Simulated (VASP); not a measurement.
Write the native input for VASP 6.6.1 that does the following.

- Task: single point
- Functional: PBE
- Potentials or basis: VASP PAW PBE potentials, release 64 (Na_pv, Cl, Zn)
- Cutoff: 520 eV
- k mesh: 1 × 1 × 1
- Occupations: fermi-dirac, width 0.0552 eV
- Spin: no spin polarisation
- Dipole correction: no
- Further INCAR settings: LREAL = Auto; ALGO = Normal; EDIFF = 1e-06; NBANDS = 73; ISYM = 0

The structure of NaZnCl3 lies in POSCAR:

```
NaZnCl3
1.0
    7.3746020000      0.0495700000      0.0246180000
    0.0495700000      7.3079440000      0.1589410000
    0.0246180000      0.1589410000      7.5744090000
Na Cl Zn
3 9 3
Direct
    0.6885693235      0.5616510778      0.7854109035
    0.9359474182      1.0437937572      0.0656203306
    0.6972639708      0.4523870031      0.2389675436
    0.2281586897      0.3157813834      0.9012181123
    0.5030890929      0.7528525848      0.0398597184
    0.6666744297      0.2515437633      0.0072870625
    0.0853882042      0.6725726095      0.2228269625
    0.8531135556      0.3397542833      0.5581057433
    0.6725777112      0.8380273070      0.4290377749
    0.9850908403      0.7824051543      0.7462139655
    0.4163937619      0.4906435465      0.5331273823
    0.1772739415      0.0721489081      0.3847109986
    0.2302855114      0.6476460506      0.9192132773
    0.1570720089      0.2981612597      0.5759442291
    0.3804050431      0.7794935348      0.3419333055
```

The input as run:

INCAR

```
PREC     = Accurate       # precision mode
ENCUT    = 520            # plane-wave cutoff, eV
EDIFF    = 1E-6           # SCF threshold, eV
ISMEAR   = -1             # smearing method
SIGMA    = 0.0552         # smearing width, eV
LREAL    = Auto         
LASPH    = T              # aspherical terms in the spheres
NELM     = 80             # most SCF steps
ALGO     = Normal         # electronic algorithm
ISIF     = 2              # what is computed and relaxed
LWAVE    = F              # write WAVECAR
LCHARG   = F              # write CHGCAR
GGA      = PE             # functional
ISYM     = 0            
NBANDS   = 73             # bands
```

KPOINTS

```
regular mesh
0
Gamma
  1 1 1
```

Potentials or basis: VASP PAW PBE potentials, release 64 (Na_pv, Cl, Zn).

The run is started by

```sh
$ cat potpaw_PBE.64/Na_pv/POTCAR potpaw_PBE.64/Cl/POTCAR potpaw_PBE.64/Zn/POTCAR > POTCAR
$ mpirun -np 1 vasp_gam > vasp.out
```

Results of the run:

The pressure is -0.3 GPa, the largest force is 1.572 eV/Å and the band gap on the k mesh is 2.96 eV.

Caveat: the k points lie up to 0.86 Å⁻¹ apart.

Run time: 51 s on 1 thread of Intel(R) Xeon(R) 6975P-C (Granite Rapids) (shared host), peak memory 0.37 GiB.
